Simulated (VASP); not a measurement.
## Ir: single point with PBE

The system is Ir.

```
CELL_PARAMETERS angstrom
0.00000 2.20913 1.38999
2.20913 0.00000 1.38999
2.20913 2.20913 0.00000
ATOMIC_POSITIONS crystal
Ir 0.00000 0.00000 0.00000
```

| Item | Value |
| --- | --- |
| Program | VASP 6.6.1 |
| Task | single point |
| Functional | PBE |
| Potentials or basis | VASP PAW PBE potentials, release 64 (Ir) |
| Cutoff | 520 eV |
| k mesh | 22 × 22 × 22 |
| Occupations | gaussian, width 0.15 eV |
| Spin | no spin polarisation |
| Dipole correction | no |
| Further INCAR settings | ALGO = Normal; EDIFF = 1e-06; NBANDS = 10 |

* Pressure: 39.6 GPa
* Band gap on the k mesh: zero (an odd number of electrons rules out a gap without spin polarisation)

Stress tensor (GPa, compression positive):
```
52.28  0.00  0.00
 0.00 52.28  0.00
 0.00  0.00 14.29
```

Levels at points of the mesh, in eV from the Fermi level:
| k point | band 2 | band 3 | band 4 | band 5 | band 6 | band 7 |
| --- | --- | --- | --- | --- | --- | --- |
| (0.00, 0.00, 0.00) | -4.71 | -3.32 | -3.32 | -1.85 | 0.34 | 16.25 |
| (0.50, 0.00, 0.00) | -6.35 | -0.72 | 0.27 | 0.93 | 2.55 | 9.30 |
| (0.50, 0.50, 0.00) | -7.72 | 1.63 | 1.63 | 2.20 | 7.07 | 7.07 |
| (0.50, 0.00, 0.50) | -4.85 | -2.07 | -0.65 | -0.42 | 2.33 | 8.16 |

It took 32 s on 1 thread of Intel(R) Xeon(R) 6975P-C (Granite Rapids) (shared host), peak memory 0.23 GiB.

Caveat: the cell stands under pressure; spin-orbit coupling is left out, which moves the levels of the heavy elements.
